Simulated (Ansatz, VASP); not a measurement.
ZnS: VASP beside Ansatz

Contents of INCAR:

```
PREC = Accurate
ENCUT = 520
EDIFF = 1E-7
ISMEAR = 0
SIGMA = 0.05
LREAL = F
LASPH = T
NELM = 80
ALGO = Normal
ISIF = 2
LWAVE = F
LCHARG = F
GGA = PE
NBANDS = 46
```

Contents of KPOINTS:

```
regular mesh
0
Gamma
  8 8 2
```

Contents of POSCAR:

```
ZnS
1.0
   -3.8454929872      0.0000000000      0.0000000000
   -1.9227464936     -3.3302946170      0.0000000000
   -2.8841197404     -1.6651473085     12.6106666151
Zn S
4 4
Direct
    0.0051533858      0.0051533858      0.6563598951
    0.2551533858      0.2551533858      0.1563598951
    0.2134867191      0.2134867191      0.9063598951
    0.4634867191      0.4634867191      0.4063598951
   -0.0884867191     -0.0884867191      0.8436401049
    0.1615132809      0.1615132809      0.3436401049
    0.6198466142      0.6198466142      0.0936401049
    0.3698466142      0.3698466142      0.5936401049
```

Input for Ansatz:

```yaml
crystal:
  lattice:
    - [-3.8454929872, 0.0, 0.0]
    - [-1.9227464936, -3.330294617, 0.0]
    - [-2.8841197404, -1.6651473085, 12.6106666151]
  atoms:
    - { symbol: Zn, position: [0.0051533858, 0.0051533858, 0.6563598951] }
    - { symbol: Zn, position: [0.2551533858, 0.2551533858, 0.1563598951] }
    - { symbol: Zn, position: [0.2134867191, 0.2134867191, 0.9063598951] }
    - { symbol: Zn, position: [0.4634867191, 0.4634867191, 0.4063598951] }
    - { symbol: S, position: [-0.0884867191, -0.0884867191, 0.8436401049] }
    - { symbol: S, position: [0.1615132809, 0.1615132809, 0.3436401049] }
    - { symbol: S, position: [0.6198466142, 0.6198466142, 0.0936401049] }
    - { symbol: S, position: [0.3698466142, 0.3698466142, 0.5936401049] }
basis:
  ecutwfc: 420
kpoints:
  mp_grid: { grid: [8, 8, 2] }
hamiltonian:
  xc: pbe
scf:
  occupations: { method: gaussian, width: 0.05 }
output:
  forces: true
  stress: true
  eigenvalues: true
```

Alike in both runs: task single point; functional PBE; k mesh 8 × 8 × 2; occupations gaussian, width 0.05 eV; no spin polarisation.

|  | VASP | Ansatz |
| --- | --- | --- |
| version | VASP 6.6.1 | Ansatz 0.2.0 |
| potentials or method | VASP PAW PBE potentials, release 64 (Zn, S), cutoff 520 eV | scalar-relativistic, plane waves, PAW |
| valence electrons in the cell | 72 | 72 |

Ansatz gave:

* gap on the k mesh at the Fermi level (eV): 1.41
* least direct gap on the mesh (eV): 1.41
* pressure (GPa): -0.5
* traceless stress, the component that is largest in VASP (GPa): 1.20
* rms of the force components (eV/Å): 0.139

Task: Estimate VASP's values.

Result: gap on the k mesh at the Fermi level (eV): 1.41; least direct gap on the mesh (eV): 1.41; pressure (GPa): -0.4; traceless stress, the component that is largest in VASP (GPa): 1.18; rms of the force components (eV/Å): 0.141.

Atom by atom the forces differ by 0.003 eV/Å (rms over components).
